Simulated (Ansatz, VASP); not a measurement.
# ScSiS3 in VASP and in Ansatz

```
Sc Si S
1.0
     3.72323    0.00000    0.00000
     0.00000    3.72323    0.00000
     0.00000    0.00000    7.44292
Sc Si S
1 1 3
Cartesian
  1.8616 1.8616 3.7215
  0.0000 0.0000 3.7215
  0.0000 0.0000 0.0000
  1.8616 1.8616 6.1638
  1.8616 1.8616 1.2792
```

Alike in both runs: functional PBE; k mesh 6 × 6 × 2; occupations gaussian, width 0.1 eV; no spin polarisation.

Ansatz relaxed the structure, and its values are those at the end. VASP's run is a single point on that final structure, the one shown.

|  | VASP | Ansatz |
| --- | --- | --- |
| version | VASP 6.6.1 | Ansatz 0.2.0 |
| potentials or method | VASP PAW PBE potentials, release 64 (Sc_sv, Si, S), cutoff 520 eV | scalar-relativistic, plane waves, PAW |
| valence electrons in the cell | 33 | 33 |

```csv
,VASP,Ansatz,Ansatz less VASP
gap on the k mesh at the Fermi level (eV),none,none,-
pressure (GPa),0.1,0.1,-0.03
rms of the force components (eV/Å),0.008,0.001,-0.0072
```

A gap of «none» marks a metal or a gap that the smearing closes. With one functional, cell and mesh, what is left measures potentials, basis and numerics.

The k mesh is coarse, so the values compare programs but aren't converged.
